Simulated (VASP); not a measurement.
# AlN (R3m) in VASP: single point with r2SCAN

Aim: the single point of AlN with r2SCAN.

Everything below comes from runs of VASP 6.6.1. Logs are shortened: lines on timing, memory, paths and dates and some standing lists are left out, and cuts for length are marked.

## 1. The cell of the first run

The structure is trigonal, space group R3m (No. 160). The conventional cell has a = 3.265 Å, b = 3.265 Å, c = 7.431 Å, α = 90.00°, β = 90.00°, γ = 120.00°. Al (site symmetry 3m) has 4 N at 1.90 to 1.97 Å within 2.5 Å. N (site symmetry 3m) has 4 Al at 1.90 to 1.97 Å within 2.5 Å.

## 2. Single point, r2SCAN (epitaxial 111 strain +5.7%)

POSCAR reads:

```
AlN
1.0
   -0.1090691236      2.1996897903      2.1996897903
    2.1996897903     -0.1090691236      2.1996897903
    2.1996897903      2.1996897903     -0.1090691236
Al N
1 1
Direct
   -0.0026399094     -0.0026399094     -0.0026399094
    0.2526399094      0.2526399094      0.2526399094
```

INCAR.step1 reads:

```
PREC = Accurate ; ENCUT = 520
ISMEAR = 0 ; SIGMA = 0.01
LREAL = F ; LASPH = T
NELM = 60 ; NBANDS = 11
GGA = PE ; ALGO = Normal
EDIFF = 1E-4 ; LWAVE = T
LCHARG = F
```

INCAR.step2 reads:

```
PREC = Accurate ; ENCUT = 520
EDIFF = 1E-6 ; ISMEAR = 0
SIGMA = 0.01 ; LREAL = F
LASPH = T ; NELM = 60
ALGO = Normal ; ISIF = 2
LWAVE = F ; LCHARG = T
METAGGA = R2SCAN ; LMIXTAU = T
LELF = T ; LVHAR = T
NBANDS = 11 ; ISTART = 1
```

KPOINTS reads:

```
regular mesh
0
Gamma
  10 10 10
```

Potentials or basis: VASP PAW PBE potentials, release 64 (Al, N).

On the command line:

```
cat potpaw_PBE.64/Al/POTCAR potpaw_PBE.64/N/POTCAR > POTCAR
cp INCAR.step1 INCAR
mpirun -np 1 vasp_std > vasp.out
cp INCAR.step2 INCAR
mpirun -np 1 vasp_std > vasp.out
```

OUTCAR:

```text
PREC = Accurate
   ENCUT = 520
   EDIFF = 1E-6
   ISMEAR = 0
   LREAL = F
   LASPH = T
   NELM = 60
   ISIF = 2
   METAGGA = R2SCAN
   ISTART = 1

 ion  position               nearest neighbor table
   1  0.997  0.997  0.997-   2 1.90   2 1.97   2 1.97   2 1.97
   2  0.253  0.253  0.253-   1 1.90   1 1.97   1 1.97   1 1.97

  LATTYP: Found a trigonal (rhomboedric) cell.
 ALAT       =     3.1127425883
 COS(alpha) =     0.4498631264

  Lattice vectors:

 A1 = (  -0.1090691236,   2.1996897903,   2.1996897903)
 A2 = (   2.1996897903,  -0.1090691236,   2.1996897903)
 A3 = (   2.1996897903,   2.1996897903,  -0.1090691236)

Analysis of symmetry for initial positions (statically):
=====================================================================
 Subroutine PRICEL returns:
 Original cell was already a primitive cell.

 Routine SETGRP: Setting up the symmetry group for a
 trigonal (rhombohedral) supercell.

 Subroutine GETGRP returns: Found  6 space group operations
 (whereof  6 operations were pure point group operations)
 out of a pool of 12 trial point group operations.

The static configuration has the point symmetry C_3v.

Analysis of symmetry for dynamics (positions and initial velocities):
=====================================================================
 Subroutine PRICEL returns:
 Original cell was already a primitive cell.

 Routine SETGRP: Setting up the symmetry group for a
 trigonal (rhombohedral) supercell.

 Subroutine GETGRP returns: Found  6 space group operations
 (whereof  6 operations were pure point group operations)
 out of a pool of 12 trial point group operations.

The dynamic configuration has the point symmetry C_3v.

 Subroutine INISYM returns: Found  6 space group operations
 (whereof  6 operations are pure point group operations),
 and found     1 'primitive' translations

----------------------------------------------------------------------------------------

                                     Primitive cell

  volume of cell :      22.8689

  direct lattice vectors                    reciprocal lattice vectors
    -0.109069124  2.199689790  2.199689790    -0.211060972  0.222072169  0.222072169
     2.199689790 -0.109069124  2.199689790     0.222072169 -0.211060972  0.222072169
     2.199689790  2.199689790 -0.109069124     0.222072169  0.222072169 -0.211060972

  length of vectors
     3.112742588  3.112742588  3.112742588     0.378389786  0.378389786  0.378389786

[... 81 lines left out ...]
   LREAL  =      F    real-space projection
   EDIFFG = 0.1E-04   stopping-criterion for IOM
   NSW    =      0    number of steps for IOM
   IBRION =     -1    ionic relax: 0-MD 1-quasi-New 2-CG
   NFREE  =      0    steps in history (QN), initial steepest desc. (CG)
   ISIF   =      2    stress and relaxation
   ISYM   =      2    0-nonsym 1-usesym 2-fastsym
   POTIM  = 0.5000    time-step for ionic-motion
   TEBEG  =    0.0;   TEEND  =   0.0 temperature during run
   PSTRESS=    0.0 pullay stress
   NELECT =       8.0000    total number of electrons
   NUPDOWN=      -1.0000    fix difference up-down
   EMIN   =  10.00;   EMAX   =-10.00  energy-range for DOS
   EFERMI =   0.00;   METHOD = LEGACY
   ISMEAR =     0;   SIGMA  =   0.01  broadening in eV -4-tet -1-fermi 0-gaus
   EFERMI_NEDOS =   21; number of points for ismear=-14 and -15
   IALGO  =     38    algorithm
   IMIX   =      4    mixing-type and parameters
     AMIX     =   0.40;   BMIX     =  1.00
     AMIX_MAG =   1.60;   BMIX_MAG =  1.00
  volume/ion in A,a.u.               =      11.43        77.16
  Fermi-wavevector in a.u.,A,eV,Ry     =   1.153514  2.179825 18.103837  1.330595
  Thomas-Fermi vector in A             =   2.290157
   LORBIT       =      0    0 simple, 1 ext, 2 COOP (PROOUT), +10 PAW based schemes
   METAGGA = R2SCAN    functional components
   LHFCALC =     F    Hartree Fock is set to
   AEXX    =    0.0000 exact exchange contribution
   IVDW    =     0    specifies the selected vdW correction
   LEPSILON=     F    determine dielectric tensor
   LRPA    =     F    only Hartree local field effects (RPA)
 non-spin polarized calculation
 Gauss-broadening in eV      SIGMA  =   0.01
  energy-cutoff  :      520.00
  volume of cell :       22.87
 maximum number of plane-waves:       630
   NGX = 11   NGY = 11   NGZ = 11

 number of electron       8.0000000 magnetization

 Free energy of the ion-electron system (eV)
  ---------------------------------------------------
  ext. energy  EPLUGINS =         0.00000000
  ---------------------------------------------------
  free energy    TOTEN  =       -18.98152678 eV

  energy without entropy =      -18.98152678  energy(sigma->0) =      -18.98152678

 E-fermi :   5.3521     XC(G=0): -11.0063

 val. band max:        5.1880252349   @ k =   0.0000   0.0000   0.0000
 cond. band min:       8.6425373087   @ k =   0.5000   0.5000   0.0000
 fundamental gap:      3.4545120738
 Fermi energy:         5.3521034391

 k-point     1 :       0.0000    0.0000    0.0000
  band No.  band energies     occupation
      1     -10.3568      2.00000
      2       4.7249      2.00000
      3       4.7249      2.00000
      4       5.1880      2.00000
      5       8.7854      0.00000
      6      16.8767      0.00000
      7      16.8767      0.00000
      8      18.8400      0.00000
      9      22.5970      0.00000
     10      22.5970      0.00000
     11      24.0706      0.00000
[... 309 lines left out ...]
 k-point    24 :       0.4000    0.3000    0.0000
  band No.  band energies     occupation
      1      -8.6118      2.00000
      2       0.8373      2.00000
      3       3.0350      2.00000
      4       3.8216      2.00000
      5      10.1533      0.00000
      6      14.6373      0.00000
      7      16.9274      0.00000
      8      19.6084      0.00000
      9      20.0169      0.00000
     10      26.3509      0.00000
     11      27.7340      0.00000

 [... further k-points ...]
[... 5 lines left out ...]
  --------------------------------------------------------------------------------------
  -------------------------------------------------------------------------------------
  Total       -2.3076648     -2.3076648     -2.3076648      1.1424524      1.1424524      1.1424524
  in kB     -161.6729728   -161.6729728   -161.6729728     80.0392109     80.0392109     80.0392109
  external PRESSURE =    -161.6729728 kB  Pullay stress =       0.0000000 kB

 VOLUME and BASIS-vectors are now :
 -----------------------------------------------------------------------------
  energy-cutoff  :      520.00
  volume of cell :       22.87
      direct lattice vectors                 reciprocal lattice vectors
    -0.109069124  2.199689790  2.199689790    -0.211060972  0.222072169  0.222072169
     2.199689790 -0.109069124  2.199689790     0.222072169 -0.211060972  0.222072169
     2.199689790  2.199689790 -0.109069124     0.222072169  0.222072169 -0.211060972

 POSITION                                       TOTAL-FORCE (eV/Angst)
 -----------------------------------------------------------------------------------
      4.27898      4.27898      4.27898        -0.002982     -0.002982     -0.002982
      1.08390      1.08390      1.08390         0.002982      0.002982      0.002982
 -----------------------------------------------------------------------------------
    total drift:                               -0.001221     -0.001221     -0.001221

  FREE ENERGIE OF THE ION-ELECTRON SYSTEM (eV)
  ---------------------------------------------------
  free  energy   TOTEN  =       -18.9815267754 eV

  energy  without entropy=      -18.9815267754  energy(sigma->0) =      -18.98152678
```

OSZICAR.step1:

```text
N       E                     dE             d eps       ncg     rms          rms(c)
DAV:   1     0.111509781192E+02    0.11151E+02   -0.38136E+03  2616   0.600E+02
DAV:   2    -0.159238363283E+02   -0.27075E+02   -0.26117E+02  3006   0.133E+02
DAV:   3    -0.169401533938E+02   -0.10163E+01   -0.10149E+01  3154   0.247E+01
DAV:   4    -0.169457734943E+02   -0.56201E-02   -0.56196E-02  2846   0.201E+00
DAV:   5    -0.169458454245E+02   -0.71930E-04   -0.71930E-04  3121   0.220E-01    0.823E+00
DAV:   6    -0.147178686511E+02    0.22280E+01   -0.12323E+01  2971   0.169E+01    0.276E+00
DAV:   7    -0.147150385761E+02    0.28301E-02   -0.14295E-01  2822   0.312E+00    0.196E+00
DAV:   8    -0.147085987177E+02    0.64399E-02   -0.36191E-02  2831   0.176E+00    0.599E-01
DAV:   9    -0.147068408663E+02    0.17579E-02   -0.52869E-03  3047   0.439E-01    0.229E-01
DAV:  10    -0.147068984230E+02   -0.57557E-04   -0.52944E-04  2810   0.153E-01
   1 F= -.14706898E+02 E0= -.14706898E+02  d E =-.484110E-39
```

Wall time 53 s (1 thread of AMD EPYC 9R45 (Zen 5), shared host); peak memory 0.12 GiB.

What came out:

```
Free energy            : -18.9815 eV
Pressure               : -16.2 GPa
Largest force          : 0.005 eV/Å
Band gap on the k mesh : 3.45 eV, indirect (least direct gap 3.60 eV)
```

Forces in eV/Å, atoms in the order of the input:
```
Al  -0.003 -0.003 -0.003
N    0.003  0.003  0.003
```

Stress tensor (GPa, compression positive):
```
-16.17   8.00   8.00
  8.00 -16.17   8.00
  8.00   8.00 -16.17
```

Caveat: the cell differs from its parent crystal (epitaxial 111 strain +5.7%); the PAW data sets were made with another functional, which shifts forces and pressure a little. A k mesh can miss the band edges.
